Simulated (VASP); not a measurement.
Here is a VASP 6.6.1 calculation.

INCAR

```
SYSTEM = TiB2
ALGO     = Normal         ! electronic algorithm
EDIFF    = 1E-7           ! SCF threshold, eV
EDIFFG   = -0.05          ! ionic threshold
ENCUT    = 500            ! plane-wave cutoff, eV
GGA      = PE             ! functional
GGA_COMPAT= .FALSE.      
IBRION   = 2              ! ionic algorithm
ISIF     = 3              ! what is computed and relaxed
ISMEAR   = -1             ! smearing method
IVDW     = 13             ! dispersion correction
LASPH    = .TRUE.         ! aspherical terms in the spheres
LCHARG   = .FALSE.        ! write CHGCAR
LREAL    = .FALSE.        ! projectors in reciprocal space
LWAVE    = .FALSE.        ! write WAVECAR
NELM     = 120            ! most SCF steps
NELMIN   = 4            
NSW      = 80             ! ionic steps
PREC     = Accurate       ! precision mode
SIGMA    = 0.1            ! smearing width, eV
```

Contents of KPOINTS:

```
k-points
0
G
  11 11 9
  0 0 0
```

File POSCAR:

```
TiB2
1.0
    3.0292000000      0.0000000000      0.0000000000
   -1.5146000000      2.6233640000      0.0000000000
    0.0000000000      0.0000000000      3.2284000000
Ti B
1 2
Direct
    0.0000000000      0.0000000000      0.0000000000
    0.3333333333      0.6666666667      0.5000000000
    0.6666666667      0.3333333333      0.5000000000
```

Potentials or basis: VASP PAW PBE potentials, release 64 (Ti_sv, B).

Command:

```console
$ cat potpaw_PBE.64/Ti_sv/POTCAR potpaw_PBE.64/B/POTCAR > POTCAR
$ mpirun -np 1 vasp_std > vasp.out
```

**Question.** Estimate the dispersion energy per atom.

**Answer.** -0.358 eV.

**Question.** What does it give for the relaxed volume?

**Answer.** 8.30 Å³/atom.

**Question.** Predict the space group after relaxing (to 0.1 Å).

**Answer.** P6/mmm (No. 191).

Final structure:
```xyz
3
Lattice="3.0109 0.0000 0.0000 -1.5055 2.6075 0.0000 0.0000 0.0000 3.1718" Properties=species:S:1:pos:R:3 pbc="T T T"
Ti    3.0109    0.0000    3.1718
B     0.0000    1.7384    1.5859
B     1.5055    0.8692    1.5859
```
